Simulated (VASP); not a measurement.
# Zn (Pm-3m) in VASP: further runs

Runs on Zn. Level: PBE. Tasks: single point.

Everything below comes from runs of VASP 6.6.1. Logs are shortened: lines on timing, memory, paths and dates and some standing lists are left out, and cuts for length are marked.

## 1. The cell of the first run

It takes space group Pm-3m (No. 221, cubic). Conventional cell: a = 2.649 Å, b = 2.649 Å, c = 2.649 Å, α = 90.00°, β = 90.00°, γ = 90.00°. Within 3.5 Å of Zn (site symmetry m-3m) lie 6 Zn at 2.65 Å.

## 2. Single point, PBE

The input, INCAR:

```
SYSTEM = Zn
PREC = Accurate
ENCUT = 520
EDIFF = 1E-6
ISMEAR = -1
SIGMA = 0.06122561905347299
LREAL = .False.
LASPH = .True.
NELM = 100
ALGO = Normal
ISIF = 2
LWAVE = .False.
LCHARG = .False.
GGA = PE
NBANDS = 12
```

The input, KPOINTS:

```
Automatic mesh
0
Gamma
  21 21 21
  0 0 0
```

The input, POSCAR:

```
Zn
1.0
    2.6486543067      0.0000000000      0.0000000000
    0.0000000000      2.6486543067      0.0000000000
    0.0000000000      0.0000000000      2.6486543067
Zn
1
Direct
    0.0000000000      0.0000000000      0.0000000000
```

Potentials or basis: VASP PAW PBE potentials, release 64 (Zn).

The run is started by

```
$ cat potpaw_PBE.64/Zn/POTCAR > POTCAR
$ mpirun -np 1 vasp_std > vasp.out
```

OUTCAR:

```text
SYSTEM = Zn
   PREC = Accurate
   ENCUT = 520
   EDIFF = 1E-6
   ISMEAR = -1
   LREAL = .False.
   LASPH = .True.
   NELM = 100
   ISIF = 2
   GGA = PE

 ion  position               nearest neighbor table
   1  0.000  0.000  0.000-

  LATTYP: Found a simple cubic cell.
 ALAT       =     2.6486543067

  Lattice vectors:

 A1 = (   2.6486543067,   0.0000000000,   0.0000000000)
 A2 = (   0.0000000000,   2.6486543067,   0.0000000000)
 A3 = (   0.0000000000,   0.0000000000,   2.6486543067)

Analysis of symmetry for initial positions (statically):
=====================================================================
 Subroutine PRICEL returns:
 Original cell was already a primitive cell.

 Routine SETGRP: Setting up the symmetry group for a
 simple cubic supercell.

 Subroutine GETGRP returns: Found 48 space group operations
 (whereof 48 operations were pure point group operations)
 out of a pool of 48 trial point group operations.

The static configuration has the point symmetry O_h .

Analysis of symmetry for dynamics (positions and initial velocities):
=====================================================================
 Subroutine PRICEL returns:
 Original cell was already a primitive cell.

 Routine SETGRP: Setting up the symmetry group for a
 simple cubic supercell.

 Subroutine GETGRP returns: Found 48 space group operations
 (whereof 48 operations were pure point group operations)
 out of a pool of 48 trial point group operations.

The dynamic configuration has the point symmetry O_h .

 Subroutine INISYM returns: Found 48 space group operations
 (whereof 48 operations are pure point group operations),
 and found     1 'primitive' translations

----------------------------------------------------------------------------------------

                                     Primitive cell

  volume of cell :      18.5813

  direct lattice vectors                    reciprocal lattice vectors
     2.648654307  0.000000000  0.000000000     0.377550214  0.000000000  0.000000000
     0.000000000  2.648654307  0.000000000     0.000000000  0.377550214  0.000000000
     0.000000000  0.000000000  2.648654307     0.000000000  0.000000000  0.377550214

  length of vectors
     2.648654307  2.648654307  2.648654307     0.377550214  0.377550214  0.377550214

  position of ions in fractional coordinates (direct lattice)
     0.000000000  0.000000000  0.000000000

  ion indices of the primitive-cell ions
   primitive index   ion index
                 1           1
[... 73 lines left out ...]
   LREAL  =      F    real-space projection
   EDIFFG = 0.1E-04   stopping-criterion for IOM
   NSW    =      0    number of steps for IOM
   IBRION =     -1    ionic relax: 0-MD 1-quasi-New 2-CG
   NFREE  =      0    steps in history (QN), initial steepest desc. (CG)
   ISIF   =      2    stress and relaxation
   ISYM   =      2    0-nonsym 1-usesym 2-fastsym
   POTIM  = 0.5000    time-step for ionic-motion
   TEBEG  =    0.0;   TEEND  =   0.0 temperature during run
   PSTRESS=    0.0 pullay stress
   NELECT =      12.0000    total number of electrons
   NUPDOWN=      -1.0000    fix difference up-down
   EMIN   =  10.00;   EMAX   =-10.00  energy-range for DOS
   EFERMI =   0.00;   METHOD = LEGACY
   ISMEAR =    -1;   SIGMA  =   0.06  broadening in eV -4-tet -1-fermi 0-gaus
   EFERMI_NEDOS =   21; number of points for ismear=-14 and -15
   IALGO  =     38    algorithm
   IMIX   =      4    mixing-type and parameters
     AMIX     =   0.40;   BMIX     =  1.00
     AMIX_MAG =   1.60;   BMIX_MAG =  1.00
  volume/ion in A,a.u.               =      18.58       125.39
  Fermi-wavevector in a.u.,A,eV,Ry     =   1.415066  2.674087 27.244458  2.002411
  Thomas-Fermi vector in A             =   2.536543
   LORBIT       =      0    0 simple, 1 ext, 2 COOP (PROOUT), +10 PAW based schemes
   GGA     = PE    functional components
   LHFCALC =     F    Hartree Fock is set to
   AEXX    =    0.0000 exact exchange contribution
   IVDW    =     0    specifies the selected vdW correction
   LEPSILON=     F    determine dielectric tensor
   LRPA    =     F    only Hartree local field effects (RPA)
 non-spin polarized calculation
  energy-cutoff  :      520.00
  volume of cell :       18.58
 maximum number of plane-waves:       515
 NGX is ok and might be reduce to    20
   NGX =  9   NGY =  9   NGZ =  9

 number of electron      12.0000032 magnetization

 Free energy of the ion-electron system (eV)
  ---------------------------------------------------
  ext. energy  EPLUGINS =         0.00000000
  ---------------------------------------------------
  free energy    TOTEN  =        -0.88498412 eV

  energy without entropy =       -0.88180522  energy(sigma->0) =       -0.88339467

 E-fermi :   1.6624     XC(G=0): -10.4675

 val. band max:        1.5754824855   @ k =   0.4286   0.1905   0.0952
 cond. band min:       1.7024746750   @ k =   0.4762   0.2857   0.1429
 fundamental gap:      0.1269921894
 Fermi energy:         1.6624176352

 k-point     1 :       0.0000    0.0000    0.0000
  band No.  band energies     occupation
      1      -7.1660      2.00000
      2      -6.1702      2.00000
      3      -6.1702      2.00000
      4      -5.0680      2.00000
      5      -5.0680      2.00000
      6      -5.0680      2.00000
      7      13.6953      0.00000
      8      13.6953      0.00000
      9      13.6953      0.00000
     10      16.5938      0.00000
     11      16.5938      0.00000
     12      19.1757      0.00000
[... 331 lines left out ...]
 k-point    24 :       0.1905    0.0952    0.0000
  band No.  band energies     occupation
      1      -6.3296      2.00000
      2      -6.0804      2.00000
      3      -5.8346      2.00000
      4      -5.1797      2.00000
      5      -5.1693      2.00000
      6      -5.0868      2.00000
      7       8.0073      0.00000
      8      12.0653      0.00000
      9      14.8146      0.00000
     10      18.0093      0.00000
     11      20.8272      0.00000
     12      24.4578      0.00000

 [... further k-points ...]
[... 5 lines left out ...]
  --------------------------------------------------------------------------------------
  -------------------------------------------------------------------------------------
  Total       -0.0966928     -0.0966928     -0.0966928      0.0000000      0.0000000      0.0000000
  in kB       -8.3373666     -8.3373666     -8.3373666      0.0000000      0.0000000      0.0000000
  external PRESSURE =      -8.3373666 kB  Pullay stress =       0.0000000 kB

 VOLUME and BASIS-vectors are now :
 -----------------------------------------------------------------------------
  energy-cutoff  :      520.00
  volume of cell :       18.58
      direct lattice vectors                 reciprocal lattice vectors
     2.648654307  0.000000000  0.000000000     0.377550214  0.000000000  0.000000000
     0.000000000  2.648654307  0.000000000     0.000000000  0.377550214  0.000000000
     0.000000000  0.000000000  2.648654307     0.000000000  0.000000000  0.377550214

 POSITION                                       TOTAL-FORCE (eV/Angst)
 -----------------------------------------------------------------------------------
      0.00000      0.00000      0.00000         0.000000      0.000000      0.000000
 -----------------------------------------------------------------------------------
    total drift:                                0.000000      0.000000      0.000000

  FREE ENERGIE OF THE ION-ELECTRON SYSTEM (eV)
  ---------------------------------------------------
  free  energy   TOTEN  =        -0.8849841209 eV

  energy  without entropy=       -0.8818052245  energy(sigma->0) =       -0.88339467
```

It took 28 s on 1 thread of Intel Xeon Platinum 8375C at 2.90GHz (Ice Lake), shared host; peak memory 0.17 GiB.

Results:

| Item | Value |
| --- | --- |
| Free energy | -0.8850 eV |
| Pressure | -0.8 GPa |
| Band gap on the k mesh | zero (band 6 reaches 6.70 eV, above the bottom of band 7 at -0.57 eV) |

## 3. Single point, PBE

This run uses another cell than the first one, of 18.95 Å³/atom, 1.020 times its volume.

The input, INCAR:

```
  ALGO = Normal
  EDIFF = 1E-6
  ENCUT = 520
  GGA = PE
  ISIF = 2
  ISMEAR = -1
  LASPH = T
  LCHARG = T
  LELF = T
  LREAL = F
  LVHAR = T
  LWAVE = F
  NBANDS = 12
  NELM = 100
  PREC = Accurate
  SIGMA = 0.06122561905347299
```

The input, KPOINTS:

```
k-points
0
Gamma
  21 21 21
```

The input, POSCAR:

```
Zn
1.0
    2.6658538425      0.0000000000      0.0000000000
    0.0000000000      2.6658538425      0.0000000000
    0.0000000000      0.0000000000      2.6658538425
Zn
1
Direct
    0.0000000000      0.0000000000      0.0000000000
```

Potentials or basis: VASP PAW PBE potentials, release 64 (Zn).

The run is started by

```
$ cat potpaw_PBE.64/Zn/POTCAR > POTCAR
$ mpirun -np 1 vasp_std > vasp.out
```

Wall time 27 s (1 thread of Intel Xeon Platinum 8375C at 2.90GHz (Ice Lake), shared host); peak memory 0.17 GiB.

The run converged. Its results:

| Item | Value |
| --- | --- |
| Free energy | -0.8822 eV |
| Pressure | -1.7 GPa |
| Band gap on the k mesh | zero (band 6 reaches 6.51 eV, above the bottom of band 7 at -0.64 eV) |

Levels at points of the mesh, in eV from the Fermi level:
```csv
k point,band 4,band 5,band 6,band 7,band 8,band 9
"(0.00, 0.00, 0.00)",-6.72,-6.72,-6.72,11.88,11.88,11.88
```

## 4. Single point, PBE

This run uses another cell than the first one, of 18.95 Å³/atom, 1.020 times its volume.

The input, INCAR:

```
SYSTEM = Zn
PREC = Accurate ; ENCUT = 520
EDIFF = 1E-6 ; ISMEAR = -1
SIGMA = 0.06122561905347299 ; LREAL = .FALSE.
LASPH = .TRUE. ; NELM = 80
ALGO = Normal ; ISIF = 2
LWAVE = .FALSE. ; LCHARG = .FALSE.
GGA = PE ; NBANDS = 12
```

The input, KPOINTS:

```
regular mesh
0
G
  21 21 21
  0 0 0
```

POSCAR is that of step 3.

The run is started by

```
$ cat potpaw_PBE.64/Zn/POTCAR > POTCAR
$ mpirun -np 1 vasp_std > vasp.out
```

It took 26 s on 1 thread of Intel Xeon Platinum 8375C at 2.90GHz (Ice Lake), shared host; peak memory 0.17 GiB.

The run converged. Its results:

| Quantity | Value |
| --- | --- |
| Free energy | -0.8822 eV |
| Pressure | -1.7 GPa |
| Band gap on the k mesh | zero (band 6 reaches 6.51 eV, above the bottom of band 7 at -0.64 eV) |

Levels at points of the mesh, in eV from the Fermi level:
```
           k point  band 3  band 4  band 5  band 6  band 7  band 8  band 9  band 10
(0.00, 0.00, 0.00)   -7.78   -6.72   -6.72   -6.72   11.88   11.88   11.88    14.76
```

## 5. Single point, PBE

This run uses another cell than the first one, of 19.31 Å³/atom, 1.039 times its volume.

The input, INCAR:

```
SYSTEM = Zn
PREC = Accurate
ENCUT = 520
EDIFF = 1E-6
ISMEAR = -1
SIGMA = 0.06122561905347299
LREAL = .False.
LASPH = .True.
NELM = 80
ALGO = Normal
ISIF = 2
LWAVE = .False.
LCHARG = .True.
GGA = PE
LELF = .True.
LVHAR = .True.
NBANDS = 12
```

The input, KPOINTS:

```
regular mesh
0
Gamma
  21 21 21
  0 0 0
```

The input, POSCAR:

```
Zn
1.0
    2.6828342611      0.0000000000      0.0000000000
    0.0000000000      2.6828342611      0.0000000000
    0.0000000000      0.0000000000      2.6828342611
Zn
1
Direct
    0.0000000000      0.0000000000      0.0000000000
```

Potentials or basis: VASP PAW PBE potentials, release 64 (Zn).

The run is started by

```
$ cat potpaw_PBE.64/Zn/POTCAR > POTCAR
$ mpirun -np 1 vasp_std > vasp.out
```

OUTCAR:

```text
SYSTEM = Zn
   PREC = Accurate
   ENCUT = 520
   EDIFF = 1E-6
   ISMEAR = -1
   LREAL = .False.
   LASPH = .True.
   NELM = 80
   ISIF = 2
   GGA = PE

 ion  position               nearest neighbor table
   1  0.000  0.000  0.000-

  LATTYP: Found a simple cubic cell.
 ALAT       =     2.6828342611

  Lattice vectors:

 A1 = (   2.6828342611,   0.0000000000,   0.0000000000)
 A2 = (   0.0000000000,   2.6828342611,   0.0000000000)
 A3 = (   0.0000000000,   0.0000000000,   2.6828342611)

Analysis of symmetry for initial positions (statically):
=====================================================================
 Subroutine PRICEL returns:
 Original cell was already a primitive cell.

 Routine SETGRP: Setting up the symmetry group for a
 simple cubic supercell.

 Subroutine GETGRP returns: Found 48 space group operations
 (whereof 48 operations were pure point group operations)
 out of a pool of 48 trial point group operations.

The static configuration has the point symmetry O_h .

Analysis of symmetry for dynamics (positions and initial velocities):
=====================================================================
[... 160 lines left out ...]
 fundamental gap:      0.1366506010
 Fermi energy:         1.4524323095

 k-point     1 :       0.0000    0.0000    0.0000
  band No.  band energies     occupation
      1      -7.1330      2.00000
      2      -6.2771      2.00000
      3      -6.2771      2.00000
      4      -5.2510      2.00000
      5      -5.2510      2.00000
      6      -5.2510      2.00000
      7      13.1763      0.00000
      8      13.1763      0.00000
      9      13.1763      0.00000
     10      16.0545      0.00000
     11      16.0545      0.00000
     12      18.4635      0.00000
[... 331 lines left out ...]
 k-point    24 :       0.1905    0.0952    0.0000
  band No.  band energies     occupation
      1      -6.3597      2.00000
      2      -6.1889      2.00000
      3      -5.9249      2.00000
      4      -5.3501      2.00000
      5      -5.3449      2.00000
      6      -5.2684      2.00000
      7       7.6370      0.00000
      8      11.5869      0.00000
      9      14.2560      0.00000
     10      17.4215      0.00000
     11      20.1449      0.00000
     12      23.6749      0.00000

 [... further k-points ...]
[... 5 lines left out ...]
  --------------------------------------------------------------------------------------
  -------------------------------------------------------------------------------------
  Total       -0.2859896     -0.2859896     -0.2859896      0.0000000      0.0000000     -0.0000000
  in kB      -23.7289909    -23.7289909    -23.7289909      0.0000000      0.0000000     -0.0000000
  external PRESSURE =     -23.7289909 kB  Pullay stress =       0.0000000 kB

 VOLUME and BASIS-vectors are now :
 -----------------------------------------------------------------------------
  energy-cutoff  :      520.00
  volume of cell :       19.31
      direct lattice vectors                 reciprocal lattice vectors
     2.682834261  0.000000000  0.000000000     0.372740133  0.000000000  0.000000000
     0.000000000  2.682834261  0.000000000     0.000000000  0.372740133  0.000000000
     0.000000000  0.000000000  2.682834261     0.000000000  0.000000000  0.372740133

 POSITION                                       TOTAL-FORCE (eV/Angst)
 -----------------------------------------------------------------------------------
      0.00000      0.00000      0.00000         0.000000      0.000000      0.000000
 -----------------------------------------------------------------------------------
    total drift:                               -0.000000      0.000000      0.000000

  FREE ENERGIE OF THE ION-ELECTRON SYSTEM (eV)
  ---------------------------------------------------
  free  energy   TOTEN  =        -0.8777046185 eV

  energy  without entropy=       -0.8743082087  energy(sigma->0) =       -0.87600641
```

OSZICAR:

```text
N       E                     dE             d eps       ncg     rms          rms(c)
DAV:   1     0.438882424297E+02    0.43888E+02   -0.65021E+03  6964   0.145E+03
DAV:   2     0.555006519797E+00   -0.43333E+02   -0.41104E+02  7088   0.211E+02
DAV:   3    -0.938989990799E+00   -0.14940E+01   -0.14920E+01  8080   0.389E+01
DAV:   4    -0.943869550871E+00   -0.48796E-02   -0.48793E-02  7388   0.227E+00
DAV:   5    -0.943874783126E+00   -0.52323E-05   -0.52322E-05  7960   0.702E-02    0.175E+00
DAV:   6    -0.882528056003E+00    0.61347E-01   -0.31306E-01  8024   0.108E+01    0.138E+00
DAV:   7    -0.879246617375E+00    0.32814E-02   -0.67165E-03  7344   0.145E+00    0.690E-01
DAV:   8    -0.877691633664E+00    0.15550E-02   -0.12529E-03  8024   0.393E-01    0.283E-02
DAV:   9    -0.877702516759E+00   -0.10883E-04   -0.60113E-05  8304   0.805E-02    0.174E-02
DAV:  10    -0.877704744079E+00   -0.22273E-05   -0.26143E-06  7312   0.190E-02    0.140E-03
DAV:  11    -0.877704618455E+00    0.12562E-06   -0.13056E-07  3856   0.653E-03
   1 F= -.87770462E+00 E0= -.87600641E+00  d E =-.339641E-02
```

It took 30 s on 1 thread of Intel Xeon Platinum 8375C at 2.90GHz (Ice Lake), shared host; peak memory 0.17 GiB.

What came out:

```yaml
Free_energy: -0.8777 eV
Pressure: -2.4 GPa
Band_gap_on_the_k_mesh: zero (band 6 reaches 6.34 eV, above the bottom of band 7 at -0.70 eV)
```

## 6. Overview

```tsv
cell	gap on the mesh (eV)	pressure (GPa)
a = 2.649 Å, 1 atom	none	-0.8
a = 2.666 Å, 1 atom	none	-1.7
a = 2.683 Å, 1 atom	none	-2.4
```

Alike in all rows: task single point; level PBE; potentials or basis VASP PAW PBE potentials, release 64 (Zn); no spin polarisation; k mesh 21 × 21 × 21; cutoff (eV) 520; smearing fermi-dirac 0.0612256 eV.

Total energies depend on the potentials used, so only differences within one code and one set of settings carry meaning.
